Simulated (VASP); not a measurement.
Input of a VASP 6.6.1 run:

Contents of INCAR:

```
SYSTEM = AgI
PREC = Accurate
ENCUT = 500
EDIFF = 1E-6
ISMEAR = 0
SIGMA = 0.02
LREAL = .False.
LASPH = .True.
NELM = 120
ALGO = Normal
ISIF = 2
LWAVE = .False.
LCHARG = .False.
GGA = PE
NBANDS = 16
GGA_COMPAT = .False.
```

Contents of KPOINTS:

```
Automatic mesh
0
Gamma
  8 8 8
  0 0 0
```

Contents of POSCAR:

```
AgI
1.0
    0.0000000000      3.3148340158      3.3148340158
    3.3148340158      0.0000000000      3.3148340158
    3.3148340158      3.3148340158      0.0000000000
Ag I
1 1
Direct
    0.0000000000      0.0000000000      0.0000000000
    0.2500000000      0.2500000000      0.2500000000
```

Potentials or basis: VASP PAW PBE potentials, release 64 (Ag, I).

The run is started by

```console
$ cat potpaw_PBE.64/Ag/POTCAR potpaw_PBE.64/I/POTCAR > POTCAR
$ mpirun -np 1 vasp_std > vasp.out
```

**Question.** Predict the band gap on the k mesh.

**Answer.** 1.35 eV, direct.

**Question.** Estimate the pressure.

**Answer.** -0.1 GPa.

Caveat: spin-orbit coupling is left out, which moves the levels of the heavy elements. PBE gaps usually lie below the measured ones, often by a third to a half.
